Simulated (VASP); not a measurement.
Here is a VASP 6.6.1 calculation.

The input INCAR:

```
PREC = Accurate
ENCUT = 520
EDIFF = 1E-6
ISMEAR = -1
SIGMA = 0.02
LREAL = False
LASPH = True
NELM = 60
ALGO = Normal
ISIF = 2
LWAVE = False
LCHARG = True
GGA = PE
LELF = True
LVHAR = True
NBANDS = 15
```

Contents of KPOINTS:

```
regular mesh
0
Gamma
  8 8 8
```

Contents of POSCAR:

```
CaO
1.0
    2.7597904419      0.0000000000      0.0000000000
    0.0000000000      2.7597904419      0.0000000000
    0.0000000000      0.0000000000      2.9032089648
Ca O
1 1
Direct
    0.0000000000      0.0000000000      0.0000000000
    0.5000000000      0.5000000000      0.5000000000
```

Potentials or basis: VASP PAW PBE potentials, release 64 (Ca_sv, O).

Command:

```console
$ cat potpaw_PBE.64/Ca_sv/POTCAR potpaw_PBE.64/O/POTCAR > POTCAR
$ mpirun -np 1 vasp_std > vasp.out
```

**Question.** Estimate the band gap on the k mesh.

**Answer.** 2.49 eV, indirect (least direct gap 2.76 eV).

**Question.** Estimate the pressure.

**Answer.** 20.1 GPa.

Stress tensor (GPa, compression positive):
```
27.49  0.00  0.00
 0.00 27.49  0.00
 0.00  0.00  5.23
```

Caveat: the cell differs from its parent crystal (biaxial xy strain -4.9%). A k mesh can miss the band edges.
